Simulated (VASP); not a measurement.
The system is LiP4Ir.

```xyz
6
Lattice="0.0000 3.5464 3.5464 3.5464 0.0000 3.5464 3.5464 3.5464 0.0000" Properties=species:S:1:pos:R:3 pbc="T T T"
Li    5.3196    5.3196    5.3196
P     4.4330    2.6598    4.4330
P     4.4330    4.4330    2.6598
P     2.6598    2.6598    2.6598
P     2.6598    4.4330    4.4330
Ir    0.0000    0.0000    0.0000
```

* Program: VASP 6.6.1
* Task: relaxation of cell and atoms
* Functional: PBE
* Potentials or basis: VASP PAW PBE potentials, release 64 (Li_sv, P, Ir)
* Cutoff: 600 eV
* k mesh: 10 × 10 × 10
* Occupations: gaussian, width 0.1 eV
* Spin: no spin polarisation

At the start: pressure -2.5 GPa; volume 14.87 Å³/atom.

Problem. How do energy, volume and symmetry change on relaxing?

Solution. Over 8 steps the energy falls by 9.1 meV/atom and the volume is 14.55 Å³/atom (-2.1 %); space group F-43m (No. 216, to 0.1 Å) before and after.

Step by step:
| step | energy change (eV) | largest force (eV/Å) | pressure (GPa) | volume (Å³) |
| --- | --- | --- | --- | --- |
| 1 | 0.0000 | 0.2286 | -2.53 | 89.21 |
| 2 | -0.0311 | 0.2173 | 0.37 | 86.21 |
| 3 | -0.0312 | 0.2154 | 0.52 | 86.07 |
| 4 | -0.0407 | 0.1597 | 0.52 | 86.10 |
| 5 | -0.0514 | 0.0364 | 1.09 | 86.20 |
| 6 | -0.0528 | 0.0044 | -0.72 | 88.19 |
| 7 | -0.0548 | 0.0148 | 0.04 | 87.32 |
| 8 | -0.0548 | 0.0057 | 0.01 | 87.31 |

Final structure:
```cif
data_structure
_symmetry_space_group_name_H-M 'P 1'
_symmetry_Int_Tables_number 1
_cell_length_a 4.9796
_cell_length_b 4.9796
_cell_length_c 4.9796
_cell_angle_alpha 60.000
_cell_angle_beta 60.000
_cell_angle_gamma 60.000
_cell_volume 87.31
loop_
_atom_site_label
_atom_site_type_symbol
_atom_site_fract_x
_atom_site_fract_y
_atom_site_fract_z
_atom_site_occupancy
Li1 Li 0.75000 0.75000 0.75000 1
P1 P 0.38027 0.85920 0.38027 1
P2 P 0.38027 0.38027 0.85920 1
P3 P 0.38027 0.38027 0.38027 1
P4 P 0.85920 0.38027 0.38027 1
Ir1 Ir 0.00000 0.00000 0.00000 1
```

Caveat: the cutoff is under 1.25 times the usual one of these potentials, so pressure, stress and relaxed cells hold a basis-set (Pulay) error.
